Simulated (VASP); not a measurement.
Wanted: the native input for a VASP 6.6.1 run.

| Property | Result |
| --- | --- |
| Task | single point |
| Functional | PBE |
| Potentials or basis | VASP PAW PBE potentials, release 64 (Bi_d, H) |
| Cutoff | 520 eV |
| k mesh | 10 × 10 × 6 |
| Occupations | gaussian, width 0.1 eV |
| Spin | no spin polarisation |
| Dipole correction | no |
| Further INCAR settings | ALGO = Normal; EDIFF = 1e-06; NBANDS = 24 |

The structure of Bi2H3 lies in POSCAR:

```
Bi2H3
1.0
    2.5506194534     -2.6856633803      0.0000000000
    2.5506194534      2.6856633803      0.0000000000
    0.0000000000      0.0000000000      6.5206529993
Bi H
2 3
Direct
    0.5000000000      0.5000000000      0.0000000000
    0.5000000000      0.5000000000      0.5000000000
    0.9174166201      0.9174166201      0.0000000000
    0.0825833799      0.0825833799      0.0000000000
    0.0000000000      0.0000000000      0.5000000000
```

The cell was built from a structure type or drawn by symmetry, and may not be a known phase.

These files were run (other wordings do the same):

INCAR

```
PREC = Accurate
ENCUT = 520
EDIFF = 1E-6
ISMEAR = 0
SIGMA = 0.1
LREAL = F
LASPH = T
NELM = 80
ALGO = Normal
ISIF = 2
LWAVE = F
LCHARG = F
GGA = PE
NBANDS = 24
```

KPOINTS

```
regular mesh
0
Gamma
  10 10 6
```

Potentials or basis: VASP PAW PBE potentials, release 64 (Bi_d, H).

The run is started by

```console
$ cat potpaw_PBE.64/Bi_d/POTCAR potpaw_PBE.64/H/POTCAR > POTCAR
$ mpirun -np 1 vasp_std > vasp.out
```

Results of the run:

```yaml
Pressure: -0.1 GPa
Band_gap_on_the_k_mesh: zero (an odd number of electrons rules out a gap without spin polarisation)
```

Caveat: spin-orbit coupling is left out, which moves the levels of the heavy elements.

It took 2 min on 1 thread of AMD EPYC 9R45 96-Core Processor (Zen 5), with other jobs on the host, peak memory 0.31 GiB.
